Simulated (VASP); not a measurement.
# ZrS (Fmmm) in VASP: further runs

Runs on ZrS. Level: r2SCAN. Tasks: single point.

Everything below comes from runs of VASP 6.6.1. Logs are shortened: lines on timing, memory, paths and dates and some standing lists are left out, and cuts for length are marked.

## Step 1: The cell of the first run

Symmetry: Fmmm, No. 69, orthorhombic system. Conventional cell: a = 5.014 Å, b = 5.250 Å, c = 5.486 Å, α = 90.00°, β = 90.00°, γ = 90.00°. Zr (site symmetry mmm) has 6 S at 2.51 to 2.74 Å within 3.3 Å. S (site symmetry mmm) has 6 Zr at 2.51 to 2.74 Å within 3.3 Å.

## Step 2: Single point, r2SCAN (strain +0.0450 x Voigt [1, -1, 0, 0, 0, 0])

POSCAR reads:

```
ZrS
1.0
    0.0000000000      2.5068750000      2.6250000000
    2.7431250000      0.0000000000      2.6250000000
    2.7431250000      2.5068750000      0.0000000000
Zr S
1 1
Direct
    0.0000000000      0.0000000000      0.0000000000
    0.5000000000      0.5000000000      0.5000000000
```

INCAR.step1 reads:

```
SYSTEM = ZrS
  PREC = Accurate
  ENCUT = 520
  ISMEAR = 0
  SIGMA = 0.15
  LREAL = .FALSE.
  LASPH = .TRUE.
  NELM = 100
  NBANDS = 16
  GGA = PE
  ALGO = Normal
  EDIFF = 1E-4
  LWAVE = .TRUE.
  LCHARG = .FALSE.
```

INCAR.step2 reads:

```
SYSTEM = ZrS
  PREC = Accurate
  ENCUT = 520
  EDIFF = 1E-7
  ISMEAR = 0
  SIGMA = 0.15
  LREAL = .FALSE.
  LASPH = .TRUE.
  NELM = 100
  ALGO = Normal
  ISIF = 2
  LWAVE = .FALSE.
  LCHARG = .TRUE.
  METAGGA = R2SCAN
  LMIXTAU = .TRUE.
  LELF = .TRUE.
  LVHAR = .TRUE.
  NBANDS = 16
  ISTART = 1
```

KPOINTS reads:

```
regular mesh
0
G
  16 16 16
  0 0 0
```

Potentials or basis: VASP PAW PBE potentials, release 64 (Zr_sv, S).

The run is started by

```sh
$ cat potpaw_PBE.64/Zr_sv/POTCAR potpaw_PBE.64/S/POTCAR > POTCAR
$ cp INCAR.step1 INCAR
$ mpirun -np 1 vasp_std > vasp.out
$ cp INCAR.step2 INCAR
$ mpirun -np 1 vasp_std > vasp.out
```

OUTCAR:

```text
SYSTEM = ZrS
   PREC = Accurate
   ENCUT = 520
   EDIFF = 1E-7
   ISMEAR = 0
   LREAL = .FALSE.
   LASPH = .TRUE.
   NELM = 100
   ISIF = 2
   METAGGA = R2SCAN
   ISTART = 1

 ion  position               nearest neighbor table
   1  0.000  0.000  0.000-   2 2.51   2 2.51   2 2.62   2 2.62   2 2.74   2 2.74
   2  0.500  0.500  0.500-   1 2.51   1 2.51   1 2.62   1 2.62   1 2.74   1 2.74

  LATTYP: Found a face centered orthorhombic cell.
 ALAT       =     5.0137500000
 B/A-ratio  =     1.0471204188
 C/A-ratio  =     1.0942408377

  Lattice vectors:

 A1 = (  -2.7431250000,   0.0000000000,  -2.6250000000)
 A2 = (  -2.7431250000,   2.5068750000,   0.0000000000)
 A3 = (   0.0000000000,   2.5068750000,  -2.6250000000)

Analysis of symmetry for initial positions (statically):
=====================================================================
 Subroutine PRICEL returns:
 Original cell was already a primitive cell.

 Routine SETGRP: Setting up the symmetry group for a
 face centered orthorhombic supercell.

 Subroutine GETGRP returns: Found  8 space group operations
 (whereof  8 operations were pure point group operations)
 out of a pool of  8 trial point group operations.

The static configuration has the point symmetry D_2h.

Analysis of symmetry for dynamics (positions and initial velocities):
=====================================================================
 Subroutine PRICEL returns:
 Original cell was already a primitive cell.

 Routine SETGRP: Setting up the symmetry group for a
 face centered orthorhombic supercell.

 Subroutine GETGRP returns: Found  8 space group operations
 (whereof  8 operations were pure point group operations)
 out of a pool of  8 trial point group operations.

The dynamic configuration has the point symmetry D_2h.

 Subroutine INISYM returns: Found  8 space group operations
 (whereof  8 operations are pure point group operations),
 and found     1 'primitive' translations

----------------------------------------------------------------------------------------

                                     Primitive cell

  volume of cell :      36.1025

  direct lattice vectors                    reciprocal lattice vectors
     0.000000000  2.506875000  2.625000000    -0.182273866  0.199451508  0.190476190
     2.743125000  0.000000000  2.625000000     0.182273866 -0.199451508  0.190476190
     2.743125000  2.506875000  0.000000000     0.182273866  0.199451508 -0.190476190

  length of vectors
     3.629744793  3.796756480  3.716067415     0.330584098  0.330584098  0.330584098

  position of ions in fractional coordinates (direct lattice)
     0.000000000  0.000000000  0.000000000
     0.500000000  0.500000000  0.500000000

  ion indices of the primitive-cell ions
   primitive index   ion index
                 1           1
                 2           2

----------------------------------------------------------------------------------------

 KPOINTS: regular mesh

Automatic generation of k-mesh.
 Grid dimensions read from file:
 generate k-points for:   16   16   16

 Generating k-lattice:

  Cartesian coordinates                     Fractional coordinates (reciprocal lattice)
    -0.011392117  0.012465719  0.011904762     0.062500000  0.000000000  0.000000000
     0.011392117 -0.012465719  0.011904762     0.000000000  0.062500000 -0.000000000
     0.011392117  0.012465719 -0.011904762     0.000000000 -0.000000000  0.062500000

  Length of vectors
     0.020661506  0.020661506  0.020661506

  Shift w.r.t. Gamma in fractional coordinates (k-lattice)
     0.000000000  0.000000000  0.000000000

 Subroutine IBZKPT returns following result:
 ===========================================

 Found    621 irreducible k-points:

 Following reciprocal coordinates:
            Coordinates               Weight
  0.000000  0.000000  0.000000      1.000000
  0.062500  0.000000  0.000000      8.000000
  0.125000  0.000000  0.000000      8.000000
  0.187500  0.000000  0.000000      8.000000
  0.250000  0.000000  0.000000      8.000000
  0.312500  0.000000  0.000000      8.000000
[... 16 lines left out ...]
 -0.125000  0.062500  0.000000      8.000000
 -0.062500  0.062500  0.000000      4.000000
 [... further k-points ...]
   k-points           NKPTS =    621   k-points in BZ     NKDIM =    621   number of bands    NBANDS=     16
   number of dos      NEDOS =    301   number of ions     NIONS =      2
   total plane-waves  NPLWV =  21952
   dimension x,y,z NGX =    28 NGY =   28 NGZ =   28
   dimension x,y,z NGXF=    56 NGYF=   56 NGZF=   56
   ions per type =               1   1
   NGX,Y,Z   is equivalent  to a cutoff of  12.82, 12.26, 12.53 a.u.
   NGXF,Y,Z  is equivalent  to a cutoff of  25.65, 24.52, 25.05 a.u.
 SYSTEM =  ZrS
   PREC   = accura    normal or accurate (medium, high low for compatibility)
   ISTART =      1    job   : 0-new  1-cont  2-samecut
   ICHARG =      0    charge: 1-file 2-atom 10-const
   ISPIN  =      1    spin polarized calculation?
   LNONCOLLINEAR =      F non collinear calculations
   LSORBIT =      F    spin-orbit coupling
   LASPH  =      T    aspherical Exc in radial PAW
   ENCUT  =  520.0 eV  38.22 Ry    6.18 a.u.   6.75  7.06  6.91*2*pi/ulx,y,z
   NELM   =    100;   NELMIN=  2; NELMDL=  0     # of ELM steps
   EDIFF  = 0.1E-06   stopping-criterion for ELM
   LREAL  =      F    real-space projection
   EDIFFG = 0.1E-05   stopping-criterion for IOM
   NSW    =      0    number of steps for IOM
   IBRION =     -1    ionic relax: 0-MD 1-quasi-New 2-CG
   NFREE  =      0    steps in history (QN), initial steepest desc. (CG)
   ISIF   =      2    stress and relaxation
   ISYM   =      2    0-nonsym 1-usesym 2-fastsym
   POTIM  = 0.5000    time-step for ionic-motion
   TEBEG  =    0.0;   TEEND  =   0.0 temperature during run
   PSTRESS=    0.0 pullay stress
   NELECT =      18.0000    total number of electrons
   NUPDOWN=      -1.0000    fix difference up-down
   EMIN   =  10.00;   EMAX   =-10.00  energy-range for DOS
   EFERMI =   0.00;   METHOD = LEGACY
   ISMEAR =     0;   SIGMA  =   0.15  broadening in eV -4-tet -1-fermi 0-gaus
   EFERMI_NEDOS =   21; number of points for ismear=-14 and -15
   IALGO  =     38    algorithm
   IMIX   =      4    mixing-type and parameters
     AMIX     =   0.40;   BMIX     =  1.00
     AMIX_MAG =   1.60;   BMIX_MAG =  1.00
  volume/ion in A,a.u.               =      18.05       121.82
  Fermi-wavevector in a.u.,A,eV,Ry     =   1.298135  2.453119 22.927913  1.685154
  Thomas-Fermi vector in A             =   2.429483
   LORBIT       =      0    0 simple, 1 ext, 2 COOP (PROOUT), +10 PAW based schemes
   METAGGA = R2SCAN    functional components
   LHFCALC =     F    Hartree Fock is set to
   AEXX    =    0.0000 exact exchange contribution
   IVDW    =     0    specifies the selected vdW correction
   LEPSILON=     F    determine dielectric tensor
   LRPA    =     F    only Hartree local field effects (RPA)
 non-spin polarized calculation
 Gauss-broadening in eV      SIGMA  =   0.15
  energy-cutoff  :      520.00
  volume of cell :       36.10
 maximum number of plane-waves:       994
   NGX = 13   NGY = 15   NGZ = 13

 number of electron      18.0000000 magnetization

 Free energy of the ion-electron system (eV)
  ---------------------------------------------------
  ext. energy  EPLUGINS =         0.00000000
  ---------------------------------------------------
  free energy    TOTEN  =       -33.76727908 eV

  energy without entropy =      -33.75270707  energy(sigma->0) =      -33.75999308

 E-fermi :  10.9369     XC(G=0): -11.9666

 val. band max:       10.9342168164   @ k =  -0.3125   0.4375   0.1875
 cond. band min:      10.9486865210   @ k =  -0.3125   0.3750   0.2500
 fundamental gap:      0.0144697046
 Fermi energy:        10.9368546636

 k-point     1 :       0.0000    0.0000    0.0000
  band No.  band energies     occupation
      1     -40.8933      2.00000
      2     -18.2080      2.00000
      3     -18.1748      2.00000
      4     -18.1659      2.00000
      5      -5.8727      2.00000
      6       6.8673      2.00000
[... 8 lines left out ...]
     15      18.7004      0.00000
     16      22.8651      0.00000

 k-point     2 :       0.0625    0.0000    0.0000
  band No.  band energies     occupation
      1     -40.8922      2.00000
      2     -18.2161      2.00000
      3     -18.1804      2.00000
      4     -18.1695      2.00000
      5      -5.8201      2.00000
      6       6.6228      2.00000
[... 8 lines left out ...]
     15      18.8622      0.00000
     16      22.6443      0.00000

 k-point     3 :       0.1250    0.0000    0.0000
  band No.  band energies     occupation
      1     -40.8892      2.00000
      2     -18.2501      2.00000
      3     -18.1885      2.00000
      4     -18.1760      2.00000
      5      -5.6676      2.00000
      6       5.9607      2.00000
[... 8 lines left out ...]
     15      19.2499      0.00000
     16      22.0771      0.00000

 k-point     4 :       0.1875    0.0000    0.0000
  band No.  band energies     occupation
      1     -40.8846      2.00000
      2     -18.3093      2.00000
      3     -18.1927      2.00000
      4     -18.1844      2.00000
      5      -5.4308      2.00000
      6       5.1370      2.00000
[... 8 lines left out ...]
     15      19.4433      0.00000
     16      21.6288      0.00000
[... 324 lines left out ...]
 k-point    22 :      -0.1875    0.0625    0.0000
  band No.  band energies     occupation
      1     -40.8821      2.00000
      2     -18.3348      2.00000
      3     -18.2021      2.00000
      4     -18.1884      2.00000
      5      -5.3011      2.00000
      6       4.7369      2.00000
[... 8 lines left out ...]
     15      19.4667      0.00000
     16      20.6644      0.00000

 k-point    23 :      -0.1250    0.0625    0.0000
  band No.  band energies     occupation
      1     -40.8870      2.00000
      2     -18.2743      2.00000
      3     -18.1936      2.00000
      4     -18.1820      2.00000
      5      -5.5537      2.00000
      6       5.4982      2.00000
[... 8 lines left out ...]
     15      19.4686      0.00000
     16      21.5259      0.00000

 k-point    24 :      -0.0625    0.0625    0.0000
  band No.  band energies     occupation
      1     -40.8905      2.00000
      2     -18.2336      2.00000
      3     -18.1838      2.00000
      4     -18.1762      2.00000
      5      -5.7330      2.00000
      6       6.1724      2.00000
[... 8 lines left out ...]
     15      19.1038      0.00000
     16      22.5365      0.00000

 [... further k-points ...]
[... 5 lines left out ...]
  --------------------------------------------------------------------------------------
  -------------------------------------------------------------------------------------
  Total       -2.3390623      3.1092201     -0.4727147      0.0000000      0.0000000      0.0000000
  in kB     -103.8041658    137.9826456    -20.9783881      0.0000000      0.0000000      0.0000000
  external PRESSURE =       4.4000306 kB  Pullay stress =       0.0000000 kB

 VOLUME and BASIS-vectors are now :
 -----------------------------------------------------------------------------
  energy-cutoff  :      520.00
  volume of cell :       36.10
      direct lattice vectors                 reciprocal lattice vectors
     0.000000000  2.506875000  2.625000000    -0.182273866  0.199451508  0.190476190
     2.743125000  0.000000000  2.625000000     0.182273866 -0.199451508  0.190476190
     2.743125000  2.506875000  0.000000000     0.182273866  0.199451508 -0.190476190

 POSITION                                       TOTAL-FORCE (eV/Angst)
 -----------------------------------------------------------------------------------
      0.00000      0.00000      0.00000         0.000000      0.000000      0.000000
      2.74313      2.50687      2.62500         0.000000      0.000000      0.000000
 -----------------------------------------------------------------------------------
    total drift:                                0.000000      0.000000      0.000000

  FREE ENERGIE OF THE ION-ELECTRON SYSTEM (eV)
  ---------------------------------------------------
  free  energy   TOTEN  =       -33.7672790817 eV

  energy  without entropy=      -33.7527070713  energy(sigma->0) =      -33.75999308
```

Run time: 34 min. Hardware: 1 thread of Intel Xeon 8259CL, shared host; peak memory 0.45 GiB.

What came out:

```yaml
Free_energy: -33.7673 eV
Pressure: 0.4 GPa
Band_gap_on_the_k_mesh: zero (band 9 reaches 12.33 eV, above the bottom of band 10 at 9.43 eV)
```

Levels at points of the mesh, in eV from the Fermi level:
```tsv
k point	band 7	band 8	band 9	band 10	band 11	band 12
(0.00, 0.00, 0.00)	-3.99	-3.82	-1.87	-1.39	-0.97	-0.91
(0.50, 0.00, 0.00)	-6.51	-6.43	1.39	1.71	1.97	2.06
(0.50, 0.50, 0.00)	-4.92	-4.86	-3.50	0.44	2.05	2.68
(0.50, 0.00, 0.50)	-5.16	-5.12	-3.48	0.78	2.10	2.53
(0.00, 0.50, 0.50)	-4.76	-4.67	-3.57	0.31	2.29	2.48
```

Caveat: the cell differs from its parent crystal (strain +0.0450 x Voigt [1, -1, 0, 0, 0, 0]); the PAW data sets were made with another functional, which shifts forces and pressure a little.

(Continued in part 2 of 3.)
